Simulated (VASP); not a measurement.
MgO, 2 atoms in the cell. The structure is cubic, space group Fm-3m (No. 225). The conventional cell has a = 4.108 Å, b = 4.108 Å, c = 4.108 Å, α = 90.00°, β = 90.00°, γ = 90.00°. Mg (site symmetry m-3m) has 6 O at 2.05 Å within 2.7 Å. O (site symmetry m-3m) has 6 Mg at 2.05 Å within 2.7 Å.  This cell differs from its parent crystal: volume scaled by 0.94.

| Item | Value |
| --- | --- |
| Program | VASP 6.6.1 |
| Task | single point |
| Functional | LDA |
| Potentials or basis | VASP PAW LDA potentials, release 64 (Mg, O) |
| Cutoff | 520 eV |
| k mesh | 11 × 11 × 11 |
| Occupations | tetrahedron |
| Spin | no spin polarisation |
| Dipole correction | no |
| Further INCAR settings | ALGO = Normal; EDIFF = 1e-06; NBANDS = 11 |

Potentials or basis: VASP PAW LDA potentials, release 64 (Mg, O).

Run with:

```console
$ cat potpaw_LDA.64/Mg/POTCAR potpaw_LDA.64/O/POTCAR > POTCAR
$ mpirun -np 1 vasp_std > vasp.out
```

Hardware: 1 thread of AMD EPYC 7R13 Processor (Zen 3) (shared host).

Q: Estimate the wall time of this run.

A: Wall time 9.1 s on 1 thread of AMD EPYC 7R13 Processor (Zen 3), with other jobs on the host, peak memory 0.1 GiB. Counts: scf iterations 11, k points 56.
